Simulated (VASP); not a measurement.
# Ba (P4/mmm) in VASP: a series of runs

Ba is run at these levels: PBE; tasks: single point.

All numbers are computed with VASP 6.6.1; they aren't measurements. Logs are shortened: lines on timing, memory, paths and dates and some standing lists are left out, and cuts for length are marked.

## (1) The cell of the first run

The structure is tetragonal, space group P4/mmm (No. 123). Conventional cell: a = 3.961 Å, b = 3.961 Å, c = 3.246 Å, α = 90.00°, β = 90.00°, γ = 90.00°. Within 4.3 Å of Ba (site symmetry 4/mmm) lie 6 Ba at 3.25 to 3.96 Å.

## (2) Single point, PBE (strained)

INCAR

```
SYSTEM = Ba
PREC = Accurate ; ENCUT = 520
EDIFF = 1E-6 ; ISMEAR = 0
SIGMA = 0.1 ; LREAL = .False.
LASPH = .True. ; NELM = 80
ALGO = Fast ; ISIF = 2
LWAVE = .False. ; LCHARG = .True.
GGA = PE ; LELF = .True.
LVHAR = .True. ; NBANDS = 11
```

KPOINTS

```
Automatic mesh
0
Gamma
  10 10 12
  0 0 0
```

POSCAR

```
Ba
1.0
    3.9607334055      0.0000000000      0.0000000000
    0.0000000000      3.9607334055      0.0000000000
    0.0000000000      0.0000000000      3.2459585955
Ba
1
Direct
    0.5000000000      0.5000000000      0.5000000000
```

Potentials or basis: VASP PAW PBE potentials, release 64 (Ba_sv).

On the command line:

```
$ cat potpaw_PBE.64/Ba_sv/POTCAR > POTCAR
$ mpirun -np 1 vasp_std > vasp.out
```

OUTCAR:

```text
SYSTEM = Ba
   PREC = Accurate
   ENCUT = 520
   EDIFF = 1E-6
   ISMEAR = 0
   LREAL = .False.
   LASPH = .True.
   NELM = 80
   ISIF = 2
   GGA = PE

 ion  position               nearest neighbor table
   1  0.500  0.500  0.500-

  LATTYP: Found a simple tetragonal cell.
 ALAT       =     3.9607334055
 C/A-ratio  =     0.8195347334

  Lattice vectors:

 A1 = (   3.9607334055,   0.0000000000,   0.0000000000)
 A2 = (   0.0000000000,   3.9607334055,   0.0000000000)
 A3 = (   0.0000000000,   0.0000000000,   3.2459585955)

Analysis of symmetry for initial positions (statically):
=====================================================================
 Subroutine PRICEL returns:
 Original cell was already a primitive cell.

 Routine SETGRP: Setting up the symmetry group for a
 simple tetragonal supercell.

 Subroutine GETGRP returns: Found 16 space group operations
 (whereof 16 operations were pure point group operations)
 out of a pool of 16 trial point group operations.

The static configuration has the point symmetry D_4h.

Analysis of symmetry for dynamics (positions and initial velocities):
=====================================================================
 Subroutine PRICEL returns:
 Original cell was already a primitive cell.

 Routine SETGRP: Setting up the symmetry group for a
 simple tetragonal supercell.

 Subroutine GETGRP returns: Found 16 space group operations
 (whereof 16 operations were pure point group operations)
 out of a pool of 16 trial point group operations.

The dynamic configuration has the point symmetry D_4h.

 Subroutine INISYM returns: Found 16 space group operations
 (whereof 16 operations are pure point group operations),
 and found     1 'primitive' translations

----------------------------------------------------------------------------------------

                                     Primitive cell

  volume of cell :      50.9207

  direct lattice vectors                    reciprocal lattice vectors
     3.960733406  0.000000000  0.000000000     0.252478493  0.000000000  0.000000000
     0.000000000  3.960733406  0.000000000     0.000000000  0.252478493  0.000000000
     0.000000000  0.000000000  3.245958595     0.000000000  0.000000000  0.308075402

  length of vectors
     3.960733406  3.960733406  3.245958595     0.252478493  0.252478493  0.308075402

  position of ions in fractional coordinates (direct lattice)
     0.500000000  0.500000000  0.500000000

  ion indices of the primitive-cell ions
   primitive index   ion index
                 1           1

----------------------------------------------------------------------------------------

 KPOINTS: Automatic mesh

Automatic generation of k-mesh.
 Grid dimensions read from file:
 generate k-points for:   10   10   12

 Generating k-lattice:

  Cartesian coordinates                     Fractional coordinates (reciprocal lattice)
     0.025247849  0.000000000  0.000000000     0.100000000  0.000000000  0.000000000
     0.000000000  0.025247849  0.000000000     0.000000000  0.100000000  0.000000000
     0.000000000  0.000000000  0.025672950     0.000000000  0.000000000  0.083333333

  Length of vectors
     0.025247849  0.025247849  0.025672950

  Shift w.r.t. Gamma in fractional coordinates (k-lattice)
     0.000000000  0.000000000  0.000000000

 Subroutine IBZKPT returns following result:
 ===========================================

 Found    147 irreducible k-points:

 Following reciprocal coordinates:
            Coordinates               Weight
  0.000000  0.000000  0.000000      1.000000
  0.100000  0.000000  0.000000      4.000000
  0.200000  0.000000  0.000000      4.000000
  0.300000  0.000000  0.000000      4.000000
  0.400000  0.000000  0.000000      4.000000
  0.500000  0.000000  0.000000      2.000000
[... 16 lines left out ...]
  0.100000  0.000000  0.083333      8.000000
  0.200000  0.000000  0.083333      8.000000
 [... further k-points ...]
   k-points           NKPTS =    147   k-points in BZ     NKDIM =    147   number of bands    NBANDS=     11
   number of dos      NEDOS =    301   number of ions     NIONS =      1
   total plane-waves  NPLWV =  21600
   dimension x,y,z NGX =    30 NGY =   30 NGZ =   24
   dimension x,y,z NGXF=    60 NGYF=   60 NGZF=   48
   ions per type =               1
   NGX,Y,Z   is equivalent  to a cutoff of  12.59, 12.59, 12.29 a.u.
   NGXF,Y,Z  is equivalent  to a cutoff of  25.18, 25.18, 24.58 a.u.
 SYSTEM =  Ba
   PREC   = accura    normal or accurate (medium, high low for compatibility)
   ISTART =      0    job   : 0-new  1-cont  2-samecut
   ICHARG =      2    charge: 1-file 2-atom 10-const
   ISPIN  =      1    spin polarized calculation?
   LNONCOLLINEAR =      F non collinear calculations
   LSORBIT =      F    spin-orbit coupling
   LASPH  =      T    aspherical Exc in radial PAW
   ENCUT  =  520.0 eV  38.22 Ry    6.18 a.u.   7.36  7.36  6.04*2*pi/ulx,y,z
   NELM   =     80;   NELMIN=  2; NELMDL= -5     # of ELM steps
   EDIFF  = 0.1E-05   stopping-criterion for ELM
   LREAL  =      F    real-space projection
   EDIFFG = 0.1E-04   stopping-criterion for IOM
   NSW    =      0    number of steps for IOM
   IBRION =     -1    ionic relax: 0-MD 1-quasi-New 2-CG
   NFREE  =      0    steps in history (QN), initial steepest desc. (CG)
   ISIF   =      2    stress and relaxation
   ISYM   =      2    0-nonsym 1-usesym 2-fastsym
   POTIM  = 0.5000    time-step for ionic-motion
   TEBEG  =    0.0;   TEEND  =   0.0 temperature during run
   PSTRESS=    0.0 pullay stress
   NELECT =      10.0000    total number of electrons
   NUPDOWN=      -1.0000    fix difference up-down
   EMIN   =  10.00;   EMAX   =-10.00  energy-range for DOS
   EFERMI =   0.00;   METHOD = LEGACY
   ISMEAR =     0;   SIGMA  =   0.10  broadening in eV -4-tet -1-fermi 0-gaus
   EFERMI_NEDOS =   21; number of points for ismear=-14 and -15
   IALGO  =     68    algorithm
   IMIX   =      4    mixing-type and parameters
     AMIX     =   0.40;   BMIX     =  1.00
     AMIX_MAG =   1.60;   BMIX_MAG =  1.00
  volume/ion in A,a.u.               =      50.92       343.63
  Fermi-wavevector in a.u.,A,eV,Ry     =   0.951576  1.798218 12.320030  0.905497
  Thomas-Fermi vector in A             =   2.080059
   LORBIT       =      0    0 simple, 1 ext, 2 COOP (PROOUT), +10 PAW based schemes
   GGA     = PE    functional components
   LHFCALC =     F    Hartree Fock is set to
   AEXX    =    0.0000 exact exchange contribution
   IVDW    =     0    specifies the selected vdW correction
   LEPSILON=     F    determine dielectric tensor
   LRPA    =     F    only Hartree local field effects (RPA)
 non-spin polarized calculation
 RMM-DIIS sequential band-by-band and
 Gauss-broadening in eV      SIGMA  =   0.10
  energy-cutoff  :      520.00
  volume of cell :       50.92
 maximum number of plane-waves:      1404
 NGX is ok and might be reduce to    30
   NGX = 15   NGY = 15   NGZ = 13

 number of electron      10.0000000 magnetization

 Free energy of the ion-electron system (eV)
  ---------------------------------------------------
  ext. energy  EPLUGINS =         0.00000000
  ---------------------------------------------------
  free energy    TOTEN  =        -1.31606485 eV

  energy without entropy =       -1.30919669  energy(sigma->0) =       -1.31263077

 E-fermi :   2.2159     XC(G=0):  -8.0741

 val. band max:        2.1898055966   @ k =   0.1000   0.1000   0.0000
 cond. band min:       2.2245963524   @ k =   0.2000   0.0000   0.0000
 fundamental gap:      0.0347907558
 Fermi energy:         2.2159276429

 k-point     1 :       0.0000    0.0000    0.0000
  band No.  band energies     occupation
      1     -26.8439      2.00000
      2     -11.6111      2.00000
      3     -11.6111      2.00000
      4     -10.5642      2.00000
      5      -0.1922      2.00000
      6       2.1025      1.89118
      7       2.1112      1.86144
      8       7.0322      0.00000
      9       9.0843      0.00000
     10       9.0845      0.00000
     11      10.0950      0.00000

 k-point     2 :       0.1000    0.0000    0.0000
  band No.  band energies     occupation
      1     -26.8384      2.00000
      2     -11.6877      2.00000
      3     -11.6046      2.00000
      4     -10.5595      2.00000
      5      -0.0246      2.00000
      6       2.1412      1.70921
      7       2.2438      0.69303
      8       6.6409      0.00000
      9       8.8543      0.00000
     10       9.1011      0.00000
     11       9.5436      0.00000

 k-point     3 :       0.2000    0.0000    0.0000
  band No.  band energies     occupation
      1     -26.8239      2.00000
      2     -11.8804      2.00000
      3     -11.5876      2.00000
      4     -10.5472      2.00000
      5       0.4057      2.00000
      6       2.2246      0.90243
      7       2.6364      0.00000
      8       5.9208      0.00000
      9       8.3529      0.00000
     10       8.6381      0.00000
     11       9.1457      0.00000

 k-point     4 :       0.3000    0.0000    0.0000
  band No.  band energies     occupation
      1     -26.8057      2.00000
      2     -12.1052      2.00000
      3     -11.5664      2.00000
      4     -10.5319      2.00000
      5       0.9421      2.00000
      6       2.3344      0.09387
      7       3.1111      0.00000
      8       5.2857      0.00000
      9       7.8553      0.00000
     10       8.1078      0.00000
     11       9.2022      0.00000
[... 239 lines left out ...]
 k-point    22 :       0.0000    0.0000    0.0833
  band No.  band energies     occupation
      1     -26.8161      2.00000
      2     -11.5864      2.00000
      3     -11.5864      2.00000
      4     -10.8121      2.00000
      5      -0.0488      2.00000
      6       2.1779      1.40971
      7       2.5075      0.00004
      8       7.0854      0.00000
      9       8.1192      0.00000
     10       8.1192      0.00000
     11      10.7848      0.00000

 k-point    23 :       0.1000    0.0000    0.0833
  band No.  band energies     occupation
      1     -26.8106      2.00000
      2     -11.6623      2.00000
      3     -11.5800      2.00000
      4     -10.8067      2.00000
      5       0.1182      2.00000
      6       2.3048      0.20898
      7       2.5486      0.00000
      8       6.6872      0.00000
      9       7.8597      0.00000
     10       8.2160      0.00000
     11      10.1547      0.00000

 k-point    24 :       0.2000    0.0000    0.0833
  band No.  band energies     occupation
      1     -26.7961      2.00000
      2     -11.8534      2.00000
      3     -11.5631      2.00000
      4     -10.7926      2.00000
      5       0.5469      2.00000
      6       2.5563      0.00000
      7       2.7578      0.00000
      8       5.9759      0.00000
      9       7.3503      0.00000
     10       8.3359      0.00000
     11       9.1532      0.00000

 [... further k-points ...]

------------------------ aborting loop because EDIFF is reached ----------------------------------------

  FORCE on cell =-STRESS in cart. coord.  units (eV):
  Direction    XX          YY          ZZ          XY          YZ          ZX
  --------------------------------------------------------------------------------------
  -------------------------------------------------------------------------------------
  Total       -0.2964898     -0.2964898      3.0744759      0.0000000     -0.0000000      0.0000000
  in kB       -9.3288082     -9.3288082     96.7358544      0.0000000     -0.0000000      0.0000000
  external PRESSURE =      26.0260794 kB  Pullay stress =       0.0000000 kB

 VOLUME and BASIS-vectors are now :
 -----------------------------------------------------------------------------
  energy-cutoff  :      520.00
  volume of cell :       50.92
      direct lattice vectors                 reciprocal lattice vectors
     3.960733406  0.000000000  0.000000000     0.252478493  0.000000000  0.000000000
     0.000000000  3.960733406  0.000000000     0.000000000  0.252478493  0.000000000
     0.000000000  0.000000000  3.245958595     0.000000000  0.000000000  0.308075402

 POSITION                                       TOTAL-FORCE (eV/Angst)
 -----------------------------------------------------------------------------------
      1.98037      1.98037      1.62298         0.000000      0.000000      0.000000
 -----------------------------------------------------------------------------------
    total drift:                                0.000000      0.000000      0.000000

  FREE ENERGIE OF THE ION-ELECTRON SYSTEM (eV)
  ---------------------------------------------------
  free  energy   TOTEN  =        -1.3160648516 eV

  energy  without entropy=       -1.3091966860  energy(sigma->0) =       -1.31263077
```

It took 25 s on 1 thread of Intel Xeon 6975P-C (Granite Rapids), shared host; peak memory 0.21 GiB.

What came out:

```
Free energy            : -1.3161 eV
Pressure               : 2.6 GPa
Band gap on the k mesh : zero (bands 5 and 6 overlap by 1.30 eV)
```

Levels at points of the mesh, in eV from the Fermi level:
```tsv
k point	band 1	band 2	band 3	band 4	band 5	band 6	band 7	band 8	band 9	band 10
(0.00, 0.00, 0.00)	-29.06	-13.83	-13.83	-12.78	-2.41	-0.11	-0.10	4.82	6.87	6.87
(0.50, 0.00, 0.00)	-29.00	-14.56	-13.76	-12.73	-0.57	0.26	1.11	2.51	5.18	6.77
(0.50, 0.50, 0.00)	-28.94	-14.45	-14.45	-12.68	-1.10	0.40	3.85	3.85	5.51	5.51
(0.00, 0.00, 0.50)	-28.61	-15.67	-13.43	-13.43	0.43	1.46	1.65	1.65	1.98	5.77
(0.50, 0.00, 0.50)	-28.56	-15.57	-14.06	-13.38	-1.44	1.62	2.06	3.91	4.71	4.71
(0.50, 0.50, 0.50)	-28.51	-15.47	-13.97	-13.97	-0.70	-0.70	0.99	4.38	7.07	8.02
```

Caveat: the cell differs from its parent crystal (strained); spin-orbit coupling is left out, which moves the levels of the heavy elements.

(Continued in part 2 of 2.)
